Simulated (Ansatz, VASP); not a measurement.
**One calculation of Al3GaN4, two programs**

Contents of INCAR:

```
SYSTEM = Al3GaN4
  ALGO = Normal
  EDIFF = 1E-6
  ENCUT = 520
  GGA = PS
  ISIF = 2
  ISMEAR = 0
  LASPH = .True.
  LCHARG = .False.
  LREAL = .False.
  LWAVE = .False.
  NBANDS = 31
  NELM = 60
  PREC = Accurate
  SIGMA = 0.05
```

Contents of KPOINTS:

```
k-points
0
Gamma
  6 6 6
  0 0 0
```

Contents of POSCAR:

```
Al3GaN4
1.0
    4.4069948390      0.0000000000      0.0000000000
    0.0000000000      4.4069948390      0.0000000000
    0.0000000000      0.0000000000      4.4069948390
Al Ga N
3 1 4
Direct
    0.5000000000      0.5000000000      0.0000000000
    0.5000000000      0.0000000000      0.5000000000
    0.0000000000      0.5000000000      0.5000000000
   -0.0107020825     -0.0107020825      0.0000000000
    0.7447077168      0.7447077168      0.2552922832
    0.7447077168      0.2552922832      0.7447077168
    0.2552922832      0.7447077168      0.7447077168
    0.2552922832      0.2552922832      0.2552922832
```

Input for Ansatz:

```yaml
crystal:
  lattice:
    - [4.406994839, 0.0, 0.0]
    - [0.0, 4.406994839, 0.0]
    - [0.0, 0.0, 4.406994839]
  atoms:
    - { symbol: Al, position: [0.5, 0.5, 0.0] }
    - { symbol: Al, position: [0.5, 0.0, 0.5] }
    - { symbol: Al, position: [0.0, 0.5, 0.5] }
    - { symbol: Ga, position: [-0.0107020825, -0.0107020825, 0.0] }
    - { symbol: "N", position: [0.7447077168, 0.7447077168, 0.2552922832] }
    - { symbol: "N", position: [0.7447077168, 0.2552922832, 0.7447077168] }
    - { symbol: "N", position: [0.2552922832, 0.7447077168, 0.7447077168] }
    - { symbol: "N", position: [0.2552922832, 0.2552922832, 0.2552922832] }
basis:
  ecutwfc: 420
kpoints:
  mp_grid: { grid: [6, 6, 6] }
hamiltonian:
  xc: pbesol
scf:
  occupations: { method: gaussian, width: 0.05 }
output:
  forces: true
  stress: true
  eigenvalues: true
```

Alike in both runs: task single point; functional PBEsol; k mesh 6 × 6 × 6; occupations gaussian, width 0.05 eV; no spin polarisation.

```csv
,VASP,Ansatz
version,VASP 6.6.1,Ansatz 0.2.0
potentials or method,"VASP PAW PBE potentials, release 64 (Al, Ga_d, N), cutoff 520 eV","scalar-relativistic, plane waves, PAW"
valence electrons in the cell,42,42
```

```tsv
	VASP	Ansatz	Ansatz less VASP
gap on the k mesh at the Fermi level (eV)	3.06	3.06	+0.005
least direct gap on the mesh (eV)	3.06	3.06	+0.005
pressure (GPa)	0.1	0.2	+0.07
traceless stress, the component that is largest in VASP (GPa)	-0.80	-0.82	-0.019
rms of the force components (eV/Å)	0.292	0.295	+0.0026
```

VASP's potentials were made for PBE, not for PBEsol. Atom by atom the forces differ by 0.005 eV/Å (rms over components).
